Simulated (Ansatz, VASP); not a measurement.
## Two plane-wave programs on BaTiO3

File INCAR:

```
PREC = Accurate
ENCUT = 520
EDIFF = 1E-6
ISMEAR = 0
SIGMA = 0.05
LREAL = False
LASPH = True
NELM = 150
ALGO = Normal
ISIF = 2
LWAVE = False
LCHARG = False
LMAXMIX = 4
LDAU = True
LDAUTYPE = 2
LDAUL = -1 2 -1
LDAUU = 0 4 0
LDAUJ = 0 0 0
LDAUPRINT = 1
GGA = PE
NBANDS = 28
```

KPOINTS

```
Automatic mesh
0
Gamma
  6 6 6
```

The input POSCAR:

```
BaTiO3
1.0
    4.0082194129      0.0000000000      0.0000000000
    0.0000000000      2.8732814832      2.9580664015
    0.0000000000     -2.8732814832      2.9580664015
Ba Ti O
1 1 3
Direct
    0.0000000000      0.0080771898      0.0080771898
    0.5000000000      0.5197092923      0.5197092923
    0.0000000000      0.4916268263      0.4916268263
    0.5000000000      0.4938075436      0.9829991481
    0.5000000000      0.9829991481      0.4938075436
```

Input for Ansatz:

```yaml
crystal:
  lattice:
    - [4.0082194129, 0.0, 0.0]
    - [0.0, 2.8732814832, 2.9580664015]
    - [0.0, -2.8732814832, 2.9580664015]
  atoms:
    - { symbol: Ba, position: [0.0, 0.0080771898, 0.0080771898] }
    - { symbol: Ti, position: [0.5, 0.5197092923, 0.5197092923] }
    - { symbol: O, position: [0.0, 0.4916268263, 0.4916268263] }
    - { symbol: O, position: [0.5, 0.4938075436, 0.9829991481] }
    - { symbol: O, position: [0.5, 0.9829991481, 0.4938075436] }
basis:
  ecutwfc: 420
kpoints:
  mp_grid: { grid: [6, 6, 6] }
hamiltonian:
  xc: pbe
  hubbard: { sites: [{ species: Ti, l: d, u_eff: 4.0 }] }
scf:
  occupations: { method: gaussian, width: 0.05 }
output:
  forces: true
  stress: true
  eigenvalues: true
```

Change from the starting cell: strain +0.000 along x and y, +0.025 along z, atoms carried along.

Alike in both runs: task single point; functional PBE; k mesh 6 × 6 × 6; occupations gaussian, width 0.05 eV; no spin polarisation; Hubbard terms Ti d U = 4.0 eV.

|  | VASP | Ansatz |
| --- | --- | --- |
| version | VASP 6.6.1 | Ansatz 0.2.0 |
| potentials or method | VASP PAW PBE potentials, release 64 (Ba_sv, Ti_sv, O), cutoff 520 eV | scalar-relativistic, plane waves, PAW |
| valence electrons in the cell | 40 | 40 |

VASP gave:

* gap on the k mesh at the Fermi level (eV): 2.39
* least direct gap on the mesh (eV): 2.80
* pressure (GPa): -0.3
* traceless stress, the component that is largest in VASP (GPa): -3.22
* rms of the force components (eV/Å): 0.080

Task: Estimate Ansatz's values.

Result: gap on the k mesh at the Fermi level (eV): 2.40; least direct gap on the mesh (eV): 2.81; pressure (GPa): -3.5; traceless stress, the component that is largest in VASP (GPa): -2.98; rms of the force components (eV/Å): 0.129.

The programs project onto different local orbitals, so the same U acts differently, and such runs can settle in different states. Atom by atom the forces differ by 0.208 eV/Å (rms over components).

Spin-orbit coupling is off throughout.
